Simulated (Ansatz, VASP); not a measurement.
**One calculation of Sr3Ag, two programs**

INCAR

```
ALGO = Normal
EDIFF = 1E-6
ENCUT = 520
ISIF = 2
ISMEAR = 0
LASPH = True
LCHARG = False
LREAL = False
LWAVE = False
NBANDS = 28
NELM = 60
PREC = Accurate
SIGMA = 0.1
```

File KPOINTS:

```
k-points
0
Gamma
  4 4 4
```

File POSCAR:

```
Sr3Ag
1.0
    5.4908750000      0.0000000000      0.0000000000
    0.0000000000      5.4908750000      0.0000000000
    0.0000000000      0.0000000000      5.4908750000
Sr Ag
3 1
Direct
    0.0000000000      0.5000000000      0.5000000000
    0.5000000000      0.0000000000      0.5000000000
    0.5000000000      0.5000000000      0.0000000000
    0.0000000000      0.0000000000      0.0000000000
```

Input for Ansatz:

```yaml
crystal:
  lattice:
    - [5.490875, 0.0, 0.0]
    - [0.0, 5.490875, 0.0]
    - [0.0, 0.0, 5.490875]
  atoms:
    - { symbol: Sr, position: [0.0, 0.5, 0.5] }
    - { symbol: Sr, position: [0.5, 0.0, 0.5] }
    - { symbol: Sr, position: [0.5, 0.5, 0.0] }
    - { symbol: Ag, position: [0.0, 0.0, 0.0] }
kpoints:
  mp_grid:
    grid: [4, 4, 4]
hamiltonian:
  xc: lda
scf:
  occupations:
    method: gaussian
    width: 0.1
  mixing:
    algorithm: broyden
    beta: 0.05
output:
  forces: true
  stress: true
  eigenvalues: true
```

Alike in both runs: task single point; functional LDA; k mesh 4 × 4 × 4; occupations gaussian, width 0.1 eV; no spin polarisation.

```csv
,VASP,Ansatz
version,VASP 6.6.1,Ansatz 0.2.0
potentials or method,"VASP PAW LDA potentials, release 64 (Sr_sv, Ag)","plane waves, PAW"
plane-wave cutoff (eV),520,420
valence electrons in the cell,41,49
```

|  | VASP | Ansatz | Ansatz less VASP |
| --- | --- | --- | --- |
| gap on the k mesh at the Fermi level (eV) | none | none | - |
| pressure (GPa) | -2.3 | -2.3 | -0.03 |

LDA's correlation is that of Perdew and Zunger in VASP and of Perdew and Wang (1992) in Ansatz. A gap of «none» marks a metal or a gap that the smearing closes. VASP's potentials hold 41 valence electrons a cell and Ansatz's 49, so a difference there can come from the potentials and not from the codes.
